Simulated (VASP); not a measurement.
Here is a VASP 6.6.1 calculation.

The input INCAR:

```
SYSTEM = Al4O
PREC = Accurate ; ENCUT = 600
EDIFF = 1E-6 ; ISMEAR = 0
SIGMA = 0.1 ; LREAL = .False.
LASPH = .True. ; NELM = 80
ALGO = Normal ; ISIF = 3
LWAVE = .False. ; LCHARG = .False.
GGA = PE ; IBRION = 2
NSW = 90 ; EDIFFG = -0.04
```

Contents of KPOINTS:

```
Automatic mesh
0
Gamma
  6 6 4
  0 0 0
```

Contents of POSCAR:

```
Al4O
1.0
    3.4603776600      0.0000000000      0.0000000000
    0.0000000000      3.4603776600      0.0000000000
    0.0000000000      0.0000000000      4.8937130200
Al O
4 1
Direct
    0.5000000000      0.0000000000      0.2500000000
    0.0000000000      0.5000000000      0.7500000000
    0.5000000000      0.0000000000      0.7500000000
    0.0000000000      0.5000000000      0.2500000000
    0.0000000000      0.0000000000      0.0000000000
```

Potentials or basis: VASP PAW PBE potentials, release 64 (Al, O).

Launch:

```sh
$ cat potpaw_PBE.64/Al/POTCAR potpaw_PBE.64/O/POTCAR > POTCAR
$ mpirun -np 1 vasp_std > vasp.out
```

**Question.** What does it give for the space group after relaxing (to 0.05 Å)?

**Answer.** P4/mmm (No. 123).

**Question.** Estimate the relaxed volume.

**Answer.** 16.93 Å³/atom.

**Question.** Estimate the band gap on the k mesh.

**Answer.** Zero (band 9 reaches 7.65 eV, above the bottom of band 10 at 4.77 eV).

Forces on the atoms (eV/Å):
```
Al   0.000  0.000 -0.012
Al   0.000  0.000  0.012
Al   0.000  0.000  0.012
Al   0.000  0.000 -0.012
O    0.000  0.000  0.000
```

Caveat: the volume moved by over 15 % at a fixed basis, so the end points are rough.
